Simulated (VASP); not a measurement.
# MgO (I4mm) in VASP: further runs, part 2 of 2

VASP 6.6.1. The steps go on from the part before.

**3. Single point, PBE**

INCAR

```
PREC = Accurate ; ENCUT = 600
EDIFF = 1E-6 ; ISMEAR = 0
SIGMA = 0.05 ; LREAL = False
LASPH = True ; NELM = 120
ALGO = Normal ; ISIF = 2
LWAVE = False ; LCHARG = False
GGA = PE ; NBANDS = 11
GGA_COMPAT = False
```

KPOINTS

```
regular mesh
0
Gamma
  10 10 10
```

POSCAR

```
MgO
1.0
    0.0000000000      2.1095627621      2.1095627621
    2.1095627621      0.0000000000      2.1095627621
    2.1095627621      2.1095627621      0.0000000000
Mg O
1 1
Direct
    0.0133061842      0.0133061842     -0.0133061842
    0.4797858112      0.4797858112      0.5202141888
```

Potentials or basis: VASP PAW PBE potentials, release 64 (Mg, O).

Run with:

```bash
cat potpaw_PBE.64/Mg/POTCAR potpaw_PBE.64/O/POTCAR > POTCAR
mpirun -np 1 vasp_std > vasp.out
```

OUTCAR:

```text
PREC = Accurate
   ENCUT = 600
   EDIFF = 1E-6
   ISMEAR = 0
   LREAL = False
   LASPH = True
   NELM = 120
   ISIF = 2
   GGA = PE

 ion  position               nearest neighbor table
   1  0.013  0.013  0.987-   2 1.97   2 2.11   2 2.11   2 2.11   2 2.11   2 2.25
   2  0.480  0.480  0.520-   1 1.97   1 2.11   1 2.11   1 2.11   1 2.11   1 2.25

  LATTYP: Found a face centered cubic cell.
 ALAT       =     4.2191255242

  Lattice vectors:

 A1 = (   0.0000000000,   2.1095627621,   2.1095627621)
 A2 = (   2.1095627621,   0.0000000000,   2.1095627621)
 A3 = (   2.1095627621,   2.1095627621,   0.0000000000)

Analysis of symmetry for initial positions (statically):
=====================================================================
 Subroutine PRICEL returns:
 Original cell was already a primitive cell.

 Routine SETGRP: Setting up the symmetry group for a
 face centered cubic supercell.

 Subroutine GETGRP returns: Found  8 space group operations
 (whereof  8 operations were pure point group operations)
 out of a pool of 48 trial point group operations.

The static configuration has the point symmetry C_4v.

Analysis of symmetry for dynamics (positions and initial velocities):
=====================================================================
 Subroutine PRICEL returns:
 Original cell was already a primitive cell.

 Routine SETGRP: Setting up the symmetry group for a
 face centered cubic supercell.

 Subroutine GETGRP returns: Found  8 space group operations
 (whereof  8 operations were pure point group operations)
 out of a pool of 48 trial point group operations.

The dynamic configuration has the point symmetry C_4v.

 Subroutine INISYM returns: Found  8 space group operations
 (whereof  8 operations are pure point group operations),
 and found     1 'primitive' translations

----------------------------------------------------------------------------------------

                                     Primitive cell

  volume of cell :      18.7762

  direct lattice vectors                    reciprocal lattice vectors
     0.000000000  2.109562762  2.109562762    -0.237015940  0.237015940  0.237015940
     2.109562762  0.000000000  2.109562762     0.237015940 -0.237015940  0.237015940
     2.109562762  2.109562762  0.000000000     0.237015940  0.237015940 -0.237015940

  length of vectors
     2.983372269  2.983372269  2.983372269     0.410523649  0.410523649  0.410523649

  position of ions in fractional coordinates (direct lattice)
     0.013306184  0.013306184  0.986693816
     0.479785811  0.479785811  0.520214189

  ion indices of the primitive-cell ions
   primitive index   ion index
                 1           1
                 2           2

----------------------------------------------------------------------------------------

 KPOINTS: regular mesh

Automatic generation of k-mesh.
 Grid dimensions read from file:
 generate k-points for:   10   10   10

 Generating k-lattice:

  Cartesian coordinates                     Fractional coordinates (reciprocal lattice)
    -0.023701594  0.023701594  0.023701594     0.100000000  0.000000000  0.000000000
     0.023701594 -0.023701594  0.023701594     0.000000000  0.100000000  0.000000000
     0.023701594  0.023701594 -0.023701594     0.000000000  0.000000000  0.100000000

  Length of vectors
     0.041052365  0.041052365  0.041052365

  Shift w.r.t. Gamma in fractional coordinates (k-lattice)
     0.000000000  0.000000000  0.000000000

 Subroutine IBZKPT returns following result:
 ===========================================

 Found    102 irreducible k-points:

 Following reciprocal coordinates:
            Coordinates               Weight
  0.000000  0.000000  0.000000      1.000000
  0.100000  0.000000  0.000000      8.000000
  0.200000  0.000000  0.000000      8.000000
  0.300000  0.000000  0.000000      8.000000
  0.400000  0.000000  0.000000      8.000000
  0.500000  0.000000  0.000000      4.000000
[... 16 lines left out ...]
 -0.100000  0.100000  0.000000      4.000000
  0.000000 -0.100000  0.100000      8.000000
 [... further k-points ...]
   k-points           NKPTS =    102   k-points in BZ     NKDIM =    102   number of bands    NBANDS=     11
   number of dos      NEDOS =    301   number of ions     NIONS =      2
   total plane-waves  NPLWV =  13824
   dimension x,y,z NGX =    24 NGY =   24 NGZ =   24
   dimension x,y,z NGXF=    48 NGYF=   48 NGZF=   48
   ions per type =               1   1
   NGX,Y,Z   is equivalent  to a cutoff of  13.37, 13.37, 13.37 a.u.
   NGXF,Y,Z  is equivalent  to a cutoff of  26.75, 26.75, 26.75 a.u.
 SYSTEM =  unknown system
   PREC   = accura    normal or accurate (medium, high low for compatibility)
   ISTART =      0    job   : 0-new  1-cont  2-samecut
   ICHARG =      2    charge: 1-file 2-atom 10-const
   ISPIN  =      1    spin polarized calculation?
   LNONCOLLINEAR =      F non collinear calculations
   LSORBIT =      F    spin-orbit coupling
   LASPH  =      T    aspherical Exc in radial PAW
   ENCUT  =  600.0 eV  44.10 Ry    6.64 a.u.   5.96  5.96  5.96*2*pi/ulx,y,z
   NELM   =    120;   NELMIN=  2; NELMDL= -5     # of ELM steps
   EDIFF  = 0.1E-05   stopping-criterion for ELM
   LREAL  =      F    real-space projection
   EDIFFG = 0.1E-04   stopping-criterion for IOM
   NSW    =      0    number of steps for IOM
   IBRION =     -1    ionic relax: 0-MD 1-quasi-New 2-CG
   NFREE  =      0    steps in history (QN), initial steepest desc. (CG)
   ISIF   =      2    stress and relaxation
   ISYM   =      2    0-nonsym 1-usesym 2-fastsym
   POTIM  = 0.5000    time-step for ionic-motion
   TEBEG  =    0.0;   TEEND  =   0.0 temperature during run
   PSTRESS=    0.0 pullay stress
   NELECT =       8.0000    total number of electrons
   NUPDOWN=      -1.0000    fix difference up-down
   EMIN   =  10.00;   EMAX   =-10.00  energy-range for DOS
   EFERMI =   0.00;   METHOD = LEGACY
   ISMEAR =     0;   SIGMA  =   0.05  broadening in eV -4-tet -1-fermi 0-gaus
   EFERMI_NEDOS =   21; number of points for ismear=-14 and -15
   IALGO  =     38    algorithm
   IMIX   =      4    mixing-type and parameters
     AMIX     =   0.40;   BMIX     =  1.00
     AMIX_MAG =   1.60;   BMIX_MAG =  1.00
  volume/ion in A,a.u.               =       9.39        63.35
  Fermi-wavevector in a.u.,A,eV,Ry     =   1.231882  2.327919 20.647287  1.517533
  Thomas-Fermi vector in A             =   2.366674
   LORBIT       =      0    0 simple, 1 ext, 2 COOP (PROOUT), +10 PAW based schemes
   GGA     = PE    functional components
   LHFCALC =     F    Hartree Fock is set to
   AEXX    =    0.0000 exact exchange contribution
   IVDW    =     0    specifies the selected vdW correction
   LEPSILON=     F    determine dielectric tensor
   LRPA    =     F    only Hartree local field effects (RPA)
 non-spin polarized calculation
 Gauss-broadening in eV      SIGMA  =   0.05
  energy-cutoff  :      600.00
  volume of cell :       18.78
 maximum number of plane-waves:       636
   NGX = 11   NGY = 11   NGZ = 11

 number of electron       8.0000005 magnetization

 Free energy of the ion-electron system (eV)
  ---------------------------------------------------
  ext. energy  EPLUGINS =         0.00000000
  ---------------------------------------------------
  free energy    TOTEN  =       -11.85315422 eV

  energy without entropy =      -11.85315422  energy(sigma->0) =      -11.85315422

 E-fermi :   3.4088     XC(G=0): -11.0468

 val. band max:        3.1288063693   @ k =   0.0000   0.0000   0.0000
 cond. band min:       7.8022040249   @ k =   0.0000   0.0000   0.0000
 fundamental gap:      4.6733976556
 Fermi energy:         3.4088358472

 k-point     1 :       0.0000    0.0000    0.0000
  band No.  band energies     occupation
      1     -14.0990      2.00000
      2       3.1023      2.00000
      3       3.1288      2.00000
      4       3.1288      2.00000
      5       7.8022      0.00000
      6      18.9557      0.00000
      7      18.9990      0.00000
      8      18.9990      0.00000
      9      22.7772      0.00000
     10      24.6063      0.00000
     11      24.6582      0.00000
[... 309 lines left out ...]
 k-point    24 :       0.0000   -0.1000    0.1000
  band No.  band energies     occupation
      1     -13.8305      2.00000
      2       1.7579      2.00000
      3       2.8000      2.00000
      4       3.0092      2.00000
      5       9.2221      0.00000
      6      16.6169      0.00000
      7      19.3118      0.00000
      8      19.6549      0.00000
      9      22.6380      0.00000
     10      23.9960      0.00000
     11      25.9170      0.00000

 [... further k-points ...]

------------------------ aborting loop because EDIFF is reached ----------------------------------------

  FORCE on cell =-STRESS in cart. coord.  units (eV):
  Direction    XX          YY          ZZ          XY          YZ          ZX
  --------------------------------------------------------------------------------------
  -------------------------------------------------------------------------------------
  Total        0.2807078      0.2807078      1.1382730      0.0000000      0.0000000      0.0000000
  in kB       23.9528819     23.9528819     97.1291657      0.0000000      0.0000000      0.0000000
  external PRESSURE =      48.3449765 kB  Pullay stress =       0.0000000 kB

 VOLUME and BASIS-vectors are now :
 -----------------------------------------------------------------------------
  energy-cutoff  :      600.00
  volume of cell :       18.78
      direct lattice vectors                 reciprocal lattice vectors
     0.000000000  2.109562762  2.109562762    -0.237015940  0.237015940  0.237015940
     2.109562762  0.000000000  2.109562762     0.237015940 -0.237015940  0.237015940
     2.109562762  2.109562762  0.000000000     0.237015940  0.237015940 -0.237015940

 POSITION                                       TOTAL-FORCE (eV/Angst)
 -----------------------------------------------------------------------------------
      2.10956      2.10956      0.05614         0.000000      0.000000     -0.876232
      2.10956      2.10956      2.02428         0.000000      0.000000      0.876232
 -----------------------------------------------------------------------------------
    total drift:                                0.000000      0.000000     -0.000065

  FREE ENERGIE OF THE ION-ELECTRON SYSTEM (eV)
  ---------------------------------------------------
  free  energy   TOTEN  =       -11.8531542177 eV

  energy  without entropy=      -11.8531542177  energy(sigma->0) =      -11.85315422
```

stdout:

```text
POSCAR found type information on POSCAR MgO
 POSCAR found :  2 types and       2 ions
 scaLAPACK will be used
 LDA part: xc-table for (Slater+PW92), standard interpolation
 POSCAR, INCAR and KPOINTS ok, starting setup
 FFT: planning ... GRIDC
 FFT: planning ... GRID_SOFT
 FFT: planning ... GRID
 WAVECAR not read
 entering main loop
```

It took 14 s on 1 thread of Intel Xeon Platinum 8259CL at 2.50GHz (Skylake/Cascade Lake), shared host; peak memory 0.15 GiB.

Results:

```
Free energy            : -11.8532 eV
Pressure               : 4.8 GPa
Largest force          : 0.876 eV/Å
Band gap on the k mesh : 4.67 eV, direct
```

Forces on the atoms (eV/Å):
```
Mg   0.000  0.000 -0.876
O    0.000  0.000  0.876
```

**4. Single point, PBE**

This run uses another cell than the first one, of 9.63 Å³/atom, 1.025 times its volume.

INCAR

```
SYSTEM = MgO
  ALGO = Normal
  EDIFF = 1E-6
  ENCUT = 600
  GGA = PE
  GGA_COMPAT = .False.
  ISIF = 2
  ISMEAR = 0
  LASPH = .True.
  LCHARG = .False.
  LREAL = .False.
  LWAVE = .False.
  NBANDS = 11
  NELM = 120
  PREC = Accurate
  SIGMA = 0.05
```

KPOINTS

```
k-points
0
Gamma
  10 10 10
  0 0 0
```

POSCAR

```
MgO
1.0
    0.0000000000      2.1272186771      2.1272186771
    2.1272186771      0.0000000000      2.1272186771
    2.1272186771      2.1272186771      0.0000000000
Mg O
1 1
Direct
    0.0332654605      0.0332654605     -0.0332654605
    0.4494645280      0.4494645280      0.5505354720
```

Run with:

```bash
cat potpaw_PBE.64/Mg/POTCAR potpaw_PBE.64/O/POTCAR > POTCAR
mpirun -np 1 vasp_std > vasp.out
```

It took 14 s on 1 thread of Intel Xeon Platinum 8259CL at 2.50GHz (Skylake/Cascade Lake), shared host; peak memory 0.16 GiB.

The run converged. Its results:

```
Free energy            : -11.4543 eV
Pressure               : 12.6 GPa
Largest force          : 3.542 eV/Å
Band gap on the k mesh : 4.42 eV, direct
```

Forces on the atoms (eV/Å):
```
Mg   0.000  0.000 -3.542
O    0.000  0.000  3.542
```

Stress tensor (GPa, compression positive):
```
-3.24  0.00  0.00
 0.00 -3.24  0.00
 0.00  0.00 44.20
```

Levels at points of the mesh, in eV from the valence-band top:
| k point | band 1 | band 2 | band 3 | band 4 | band 5 | band 6 | band 7 | band 8 |
| --- | --- | --- | --- | --- | --- | --- | --- | --- |
| (0.00, 0.00, 0.00) | -17.05 | -0.12 | 0.00 | 0.00 | 4.42 | 15.96 | 16.21 | 16.21 |
| (0.50, 0.00, 0.00) | -15.88 | -4.37 | -0.57 | -0.52 | 7.82 | 11.90 | 16.00 | 16.34 |
| (0.50, 0.50, 0.00) | -15.64 | -3.71 | -1.22 | -1.22 | 9.04 | 9.21 | 12.89 | 18.71 |
| (0.00, 0.50, 0.50) | -15.62 | -3.86 | -1.34 | -1.23 | 9.21 | 9.53 | 12.92 | 18.42 |

Caveat: forces of over 1 eV/Å act on the atoms, so gaps and moduli don't describe the material at rest.

**5. Single point, PBE**

This run uses another cell than the first one, of 9.63 Å³/atom, 1.025 times its volume.

INCAR

```
SYSTEM = MgO
  PREC = Accurate
  ENCUT = 600
  EDIFF = 1E-6
  ISMEAR = 0
  SIGMA = 0.05
  LREAL = .FALSE.
  LASPH = .TRUE.
  NELM = 120
  ALGO = Normal
  ISIF = 2
  LWAVE = .FALSE.
  LCHARG = .FALSE.
  GGA = PE
  NBANDS = 11
  GGA_COMPAT = .FALSE.
```

KPOINTS

```
Automatic mesh
0
G
  10 10 10
  0 0 0
```

POSCAR

```
MgO
1.0
    0.0000000000      2.1272186771      2.1272186771
    2.1272186771      0.0000000000      2.1272186771
    2.1272186771      2.1272186771      0.0000000000
Mg O
1 1
Direct
    0.0199592763      0.0199592763     -0.0199592763
    0.4696787168      0.4696787168      0.5303212832
```

Run with:

```bash
cat potpaw_PBE.64/Mg/POTCAR potpaw_PBE.64/O/POTCAR > POTCAR
mpirun -np 1 vasp_std > vasp.out
```

Wall time 13 s (1 thread of Intel Xeon Platinum 8259CL at 2.50GHz (Skylake/Cascade Lake), shared host); peak memory 0.16 GiB.

Results (log left out):

| Item | Value |
| --- | --- |
| Free energy | -11.7863 eV |
| Pressure | 3.3 GPa |
| Largest force | 1.388 eV/Å |
| Band gap on the k mesh | 4.43 eV, direct |

Forces in eV/Å, atoms in the order of the input:
```
Mg   0.000  0.000 -1.388
O    0.000  0.000  1.388
```

Stress tensor (GPa, compression positive):
```
-1.90  0.00  0.00
 0.00 -1.90  0.00
 0.00  0.00 13.62
```

Levels at points of the mesh, in eV from the valence-band top:
| k point | band 1 | band 2 | band 3 | band 4 | band 5 | band 6 | band 7 | band 8 | band 9 |
| --- | --- | --- | --- | --- | --- | --- | --- | --- | --- |
| (0.00, 0.00, 0.00) | -17.09 | -0.06 | 0.00 | 0.00 | 4.43 | 15.75 | 15.84 | 15.84 | 19.41 |
| (0.50, 0.00, 0.00) | -15.90 | -4.45 | -0.61 | -0.58 | 7.75 | 12.10 | 16.00 | 16.16 | 20.34 |
| (0.50, 0.50, 0.00) | -15.66 | -3.88 | -1.27 | -1.27 | 9.13 | 9.39 | 12.85 | 18.59 | 18.59 |
| (0.00, 0.50, 0.50) | -15.65 | -3.93 | -1.32 | -1.29 | 9.25 | 9.46 | 12.83 | 18.47 | 18.84 |

Caveat: forces of over 1 eV/Å act on the atoms, so gaps and moduli don't describe the material at rest. Expect the measured gap to be larger: semilocal functionals such as PBE lack the derivative discontinuity.
